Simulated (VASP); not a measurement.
# TlBr (Pm-3m) in VASP: a series of runs

Aim: see how the results for TlBr move with the level of theory and the settings. Levels: PBE, r2SCAN, HSE06, PBE0. Tasks: single point.

All numbers are computed with VASP 6.6.1; they aren't measurements. Logs are shortened: lines on timing, memory, paths and dates and some standing lists are left out, and cuts for length are marked.

## (1) The cell of the first run

Symmetry: Pm-3m, No. 221, cubic system. Conventional cell: a = 3.946 Å, b = 3.946 Å, c = 3.946 Å, α = 90.00°, β = 90.00°, γ = 90.00°. Within 4.5 Å of Tl (site symmetry m-3m) lie 8 Br at 3.42 Å and 6 Tl at 3.95 Å. Br (site symmetry m-3m) has 8 Tl at 3.42 Å and 6 Br at 3.95 Å within 4.5 Å.

## (2) Single point, PBE

Input file INCAR:

```
SYSTEM = TlBr
ALGO = Normal
EDIFF = 1E-6
ENCUT = 500
GGA = PE
GGA_COMPAT = .FALSE.
ISIF = 2
ISMEAR = 0
LASPH = .TRUE.
LCHARG = .TRUE.
LELF = .TRUE.
LREAL = .FALSE.
LVHAR = .TRUE.
LWAVE = .FALSE.
NBANDS = 17
NELM = 120
PREC = Accurate
SIGMA = 0.01
```

Input file KPOINTS:

```
k-points
0
G
  6 6 6
  0 0 0
```

Input file POSCAR:

```
TlBr
1.0
    3.9461932901      0.0000000000      0.0000000000
    0.0000000000      3.9461932901      0.0000000000
    0.0000000000      0.0000000000      3.9461932901
Tl Br
1 1
Direct
    0.0000000000      0.0000000000      0.0000000000
    0.5000000000      0.5000000000      0.5000000000
```

Potentials or basis: VASP PAW PBE potentials, release 64 (Tl_d, Br).

Launch:

```console
$ cat potpaw_PBE.64/Tl_d/POTCAR potpaw_PBE.64/Br/POTCAR > POTCAR
$ mpirun -np 1 vasp_std > vasp.out
```

OUTCAR:

```text
SYSTEM = TlBr
   EDIFF = 1E-6
   ENCUT = 500
   GGA = PE
   ISIF = 2
   ISMEAR = 0
   LASPH = .TRUE.
   LREAL = .FALSE.
   NELM = 120
   PREC = Accurate

 ion  position               nearest neighbor table
   1  0.000  0.000  0.000-   2 3.42   2 3.42   2 3.42   2 3.42   2 3.42   2 3.42   2 3.42   2 3.42

   2  0.500  0.500  0.500-   1 3.42   1 3.42   1 3.42   1 3.42   1 3.42   1 3.42   1 3.42   1 3.42

  LATTYP: Found a simple cubic cell.
 ALAT       =     3.9461932901

  Lattice vectors:

 A1 = (   3.9461932901,   0.0000000000,   0.0000000000)
 A2 = (   0.0000000000,   3.9461932901,   0.0000000000)
 A3 = (   0.0000000000,   0.0000000000,   3.9461932901)

Analysis of symmetry for initial positions (statically):
=====================================================================
 Subroutine PRICEL returns:
 Original cell was already a primitive cell.

 Routine SETGRP: Setting up the symmetry group for a
 simple cubic supercell.

 Subroutine GETGRP returns: Found 48 space group operations
 (whereof 48 operations were pure point group operations)
 out of a pool of 48 trial point group operations.

The static configuration has the point symmetry O_h .

Analysis of symmetry for dynamics (positions and initial velocities):
=====================================================================
 Subroutine PRICEL returns:
 Original cell was already a primitive cell.

 Routine SETGRP: Setting up the symmetry group for a
 simple cubic supercell.

 Subroutine GETGRP returns: Found 48 space group operations
 (whereof 48 operations were pure point group operations)
 out of a pool of 48 trial point group operations.

The dynamic configuration has the point symmetry O_h .

 Subroutine INISYM returns: Found 48 space group operations
 (whereof 48 operations are pure point group operations),
 and found     1 'primitive' translations

----------------------------------------------------------------------------------------

                                     Primitive cell

  volume of cell :      61.4519

  direct lattice vectors                    reciprocal lattice vectors
     3.946193290  0.000000000  0.000000000     0.253408773  0.000000000  0.000000000
     0.000000000  3.946193290  0.000000000     0.000000000  0.253408773  0.000000000
     0.000000000  0.000000000  3.946193290     0.000000000  0.000000000  0.253408773

  length of vectors
     3.946193290  3.946193290  3.946193290     0.253408773  0.253408773  0.253408773

  position of ions in fractional coordinates (direct lattice)
     0.000000000  0.000000000  0.000000000
     0.500000000  0.500000000  0.500000000

  ion indices of the primitive-cell ions
   primitive index   ion index
                 1           1
                 2           2

----------------------------------------------------------------------------------------

 KPOINTS: k-points

Automatic generation of k-mesh.
 Grid dimensions read from file:
 generate k-points for:    6    6    6

 Generating k-lattice:

  Cartesian coordinates                     Fractional coordinates (reciprocal lattice)
     0.042234796  0.000000000  0.000000000     0.166666667  0.000000000  0.000000000
     0.000000000  0.042234796  0.000000000     0.000000000  0.166666667  0.000000000
     0.000000000  0.000000000  0.042234796     0.000000000  0.000000000  0.166666667

  Length of vectors
     0.042234796  0.042234796  0.042234796

  Shift w.r.t. Gamma in fractional coordinates (k-lattice)
     0.000000000  0.000000000  0.000000000

 Subroutine IBZKPT returns following result:
 ===========================================

 Found     20 irreducible k-points:

 Following reciprocal coordinates:
            Coordinates               Weight
  0.000000  0.000000  0.000000      1.000000
  0.166667  0.000000  0.000000      6.000000
  0.333333  0.000000  0.000000      6.000000
  0.500000  0.000000  0.000000      3.000000
  0.166667  0.166667  0.000000     12.000000
  0.333333  0.166667  0.000000     24.000000
[... 12 lines left out ...]
  0.500000  0.500000  0.333333      6.000000
  0.500000  0.500000  0.500000      1.000000
   k-points           NKPTS =     20   k-points in BZ     NKDIM =     20   number of bands    NBANDS=     17
   number of dos      NEDOS =    301   number of ions     NIONS =      2
   total plane-waves  NPLWV =  27000
   dimension x,y,z NGX =    30 NGY =   30 NGZ =   30
   dimension x,y,z NGXF=    60 NGYF=   60 NGZF=   60
   ions per type =               1   1
   NGX,Y,Z   is equivalent  to a cutoff of  12.64, 12.64, 12.64 a.u.
   NGXF,Y,Z  is equivalent  to a cutoff of  25.28, 25.28, 25.28 a.u.
 SYSTEM =  TlBr
   PREC   = accura    normal or accurate (medium, high low for compatibility)
   ISTART =      0    job   : 0-new  1-cont  2-samecut
   ICHARG =      2    charge: 1-file 2-atom 10-const
   ISPIN  =      1    spin polarized calculation?
   LNONCOLLINEAR =      F non collinear calculations
   LSORBIT =      F    spin-orbit coupling
   LASPH  =      T    aspherical Exc in radial PAW
   ENCUT  =  500.0 eV  36.75 Ry    6.06 a.u.   7.19  7.19  7.19*2*pi/ulx,y,z
   NELM   =    120;   NELMIN=  2; NELMDL= -5     # of ELM steps
   EDIFF  = 0.1E-05   stopping-criterion for ELM
   LREAL  =      F    real-space projection
   EDIFFG = 0.1E-04   stopping-criterion for IOM
   NSW    =      0    number of steps for IOM
   IBRION =     -1    ionic relax: 0-MD 1-quasi-New 2-CG
   NFREE  =      0    steps in history (QN), initial steepest desc. (CG)
   ISIF   =      2    stress and relaxation
   ISYM   =      2    0-nonsym 1-usesym 2-fastsym
   POTIM  = 0.5000    time-step for ionic-motion
   TEBEG  =    0.0;   TEEND  =   0.0 temperature during run
   PSTRESS=    0.0 pullay stress
   NELECT =      20.0000    total number of electrons
   NUPDOWN=      -1.0000    fix difference up-down
   EMIN   =  10.00;   EMAX   =-10.00  energy-range for DOS
   EFERMI =   0.00;   METHOD = LEGACY
   ISMEAR =     0;   SIGMA  =   0.01  broadening in eV -4-tet -1-fermi 0-gaus
   EFERMI_NEDOS =   21; number of points for ismear=-14 and -15
   IALGO  =     38    algorithm
   IMIX   =      4    mixing-type and parameters
     AMIX     =   0.40;   BMIX     =  1.00
     AMIX_MAG =   1.60;   BMIX_MAG =  1.00
  volume/ion in A,a.u.               =      30.73       207.35
  Fermi-wavevector in a.u.,A,eV,Ry     =   1.126090  2.128002 17.253261  1.268079
  Thomas-Fermi vector in A             =   2.262770
   LORBIT       =      0    0 simple, 1 ext, 2 COOP (PROOUT), +10 PAW based schemes
   GGA     = PE    functional components
   LHFCALC =     F    Hartree Fock is set to
   AEXX    =    0.0000 exact exchange contribution
   IVDW    =     0    specifies the selected vdW correction
   LEPSILON=     F    determine dielectric tensor
   LRPA    =     F    only Hartree local field effects (RPA)
 non-spin polarized calculation
 Gauss-broadening in eV      SIGMA  =   0.01
  energy-cutoff  :      500.00
  volume of cell :       61.45
 maximum number of plane-waves:      1596
 NGX is ok and might be reduce to    30
   NGX = 15   NGY = 15   NGZ = 15

 number of electron      20.0000001 magnetization

 Free energy of the ion-electron system (eV)
  ---------------------------------------------------
  ext. energy  EPLUGINS =         0.00000000
  ---------------------------------------------------
  free energy    TOTEN  =        -5.51636224 eV

  energy without entropy =       -5.51636224  energy(sigma->0) =       -5.51636224

 E-fermi :   2.7487     XC(G=0):  -9.0915

 val. band max:        2.6660232075   @ k =   0.5000   0.0000   0.0000
 cond. band min:       4.4568613575   @ k =   0.5000   0.0000   0.0000
 fundamental gap:      1.7908381501
 Fermi energy:         2.7487175259

 k-point     1 :       0.0000    0.0000    0.0000
  band No.  band energies     occupation
      1     -11.2273      2.00000
      2      -7.4971      2.00000
      3      -7.4971      2.00000
      4      -7.3067      2.00000
      5      -7.3067      2.00000
      6      -7.3067      2.00000
[... 9 lines left out ...]
     16      14.0594      0.00000
     17      16.1398      0.00000

 k-point     2 :       0.1667    0.0000    0.0000
  band No.  band energies     occupation
      1     -11.1662      2.00000
      2      -7.4942      2.00000
      3      -7.4617      2.00000
      4      -7.3236      2.00000
      5      -7.3236      2.00000
      6      -7.3053      2.00000
[... 9 lines left out ...]
     16      15.4327      0.00000
     17      15.7860      0.00000

 k-point     3 :       0.3333    0.0000    0.0000
  band No.  band energies     occupation
      1     -11.0376      2.00000
      2      -7.4884      2.00000
      3      -7.3937      2.00000
      4      -7.3568      2.00000
      5      -7.3568      2.00000
      6      -7.3022      2.00000
[... 9 lines left out ...]
     16      13.9285      0.00000
     17      16.2051      0.00000

 k-point     4 :       0.5000    0.0000    0.0000
  band No.  band energies     occupation
      1     -10.9696      2.00000
      2      -7.4855      2.00000
      3      -7.3732      2.00000
      4      -7.3732      2.00000
      5      -7.3616      2.00000
      6      -7.3008      2.00000
[... 9 lines left out ...]
     16      16.0474      0.00000
     17      16.1975      0.00000

 k-point     5 :       0.1667    0.1667    0.0000
  band No.  band energies     occupation
      1     -11.1120      2.00000
      2      -7.4758      2.00000
      3      -7.4405      2.00000
      4      -7.3338      2.00000
      5      -7.3239      2.00000
      6      -7.3186      2.00000
[... 9 lines left out ...]
     16      14.0571      0.00000
     17      14.7214      0.00000

 k-point     6 :       0.3333    0.1667    0.0000
  band No.  band energies     occupation
      1     -10.9989      2.00000
      2      -7.4647      2.00000
      3      -7.3749      2.00000
      4      -7.3530      2.00000
      5      -7.3514      2.00000
      6      -7.3163      2.00000
[... 9 lines left out ...]
     16      14.3165      0.00000
     17      14.5009      0.00000

 k-point     7 :       0.5000    0.1667    0.0000
  band No.  band energies     occupation
      1     -10.9397      2.00000
      2      -7.4610      2.00000
      3      -7.3684      2.00000
      4      -7.3595      2.00000
      5      -7.3409      2.00000
      6      -7.3142      2.00000
[... 9 lines left out ...]
     16      14.8255      0.00000
     17      15.2801      0.00000

 k-point     8 :       0.3333    0.3333    0.0000
  band No.  band energies     occupation
      1     -10.9197      2.00000
      2      -7.4372      2.00000
      3      -7.3475      2.00000
      4      -7.3422      2.00000
      5      -7.3371      2.00000
      6      -7.3173      2.00000
[... 9 lines left out ...]
     16      13.5538      0.00000
     17      15.0649      0.00000
[... 123 lines left out ...]
      1     -10.8356      2.00000
      2      -7.3955      2.00000
      3      -7.3873      2.00000
      4      -7.3641      2.00000
      5      -7.3293      2.00000
      6      -7.2809      2.00000
[... 9 lines left out ...]
     16      13.5532      0.00000
     17      16.4358      0.00000

 k-point    16 :       0.5000    0.5000    0.1667
  band No.  band energies     occupation
      1     -10.7999      2.00000
      2      -7.3803      2.00000
      3      -7.3803      2.00000
      4      -7.3756      2.00000
      5      -7.3423      2.00000
      6      -7.2488      2.00000
[... 9 lines left out ...]
     16      13.9452      0.00000
     17      15.6611      0.00000

 k-point    17 :       0.3333    0.3333    0.3333
  band No.  band energies     occupation
      1     -10.7904      2.00000
      2      -7.4125      2.00000
      3      -7.4125      2.00000
      4      -7.3427      2.00000
      5      -7.3114      2.00000
      6      -7.3114      2.00000
[... 9 lines left out ...]
     16      13.7709      0.00000
     17      17.8093      0.00000

 k-point    18 :       0.5000    0.3333    0.3333
  band No.  band energies     occupation
      1     -10.7451      2.00000
      2      -7.4347      2.00000
      3      -7.4094      2.00000
      4      -7.3705      2.00000
      5      -7.3099      2.00000
      6      -7.2703      2.00000
[... 9 lines left out ...]
     16      14.5847      0.00000
     17      18.8549      0.00000

 k-point    19 :       0.5000    0.5000    0.3333
  band No.  band energies     occupation
      1     -10.6979      2.00000
      2      -7.4313      2.00000
      3      -7.4313      2.00000
      4      -7.4160      2.00000
      5      -7.2894      2.00000
      6      -7.2472      2.00000
[... 9 lines left out ...]
     16      15.1103      0.00000
     17      19.1169      0.00000

 k-point    20 :       0.5000    0.5000    0.5000
  band No.  band energies     occupation
      1     -10.6441      2.00000
      2      -7.4561      2.00000
      3      -7.4561      2.00000
      4      -7.4561      2.00000
      5      -7.2464      2.00000
      6      -7.2464      2.00000
[... 9 lines left out ...]
     16      15.6375      0.00000
     17      19.0989      0.00000

------------------------ aborting loop because EDIFF is reached ----------------------------------------

  FORCE on cell =-STRESS in cart. coord.  units (eV):
  Direction    XX          YY          ZZ          XY          YZ          ZX
  --------------------------------------------------------------------------------------
  -------------------------------------------------------------------------------------
  Total        0.7318815      0.7318815      0.7318815      0.0000000      0.0000000     -0.0000000
  in kB       19.0816659     19.0816659     19.0816659      0.0000000      0.0000000     -0.0000000
  external PRESSURE =      19.0816659 kB  Pullay stress =       0.0000000 kB

 VOLUME and BASIS-vectors are now :
 -----------------------------------------------------------------------------
  energy-cutoff  :      500.00
  volume of cell :       61.45
      direct lattice vectors                 reciprocal lattice vectors
     3.946193290  0.000000000  0.000000000     0.253408773  0.000000000  0.000000000
     0.000000000  3.946193290  0.000000000     0.000000000  0.253408773  0.000000000
     0.000000000  0.000000000  3.946193290     0.000000000  0.000000000  0.253408773

 POSITION                                       TOTAL-FORCE (eV/Angst)
 -----------------------------------------------------------------------------------
      0.00000      0.00000      0.00000         0.000000      0.000000      0.000000
      1.97310      1.97310      1.97310         0.000000      0.000000      0.000000
 -----------------------------------------------------------------------------------
    total drift:                                0.000000     -0.000000     -0.000000

  FREE ENERGIE OF THE ION-ELECTRON SYSTEM (eV)
  ---------------------------------------------------
  free  energy   TOTEN  =        -5.5163622398 eV

  energy  without entropy=       -5.5163622398  energy(sigma->0) =       -5.51636224
```

Wall time 28 s (1 thread of Intel Xeon 8259CL, shared host); peak memory 0.17 GiB.

What came out:

| Item | Value |
| --- | --- |
| Free energy | -5.5164 eV |
| Pressure | 1.9 GPa |
| Band gap on the k mesh | 1.79 eV |

Caveat: spin-orbit coupling is left out, which moves the levels of the heavy elements. A k mesh can miss the band edges.

[end of part 1 of 3]
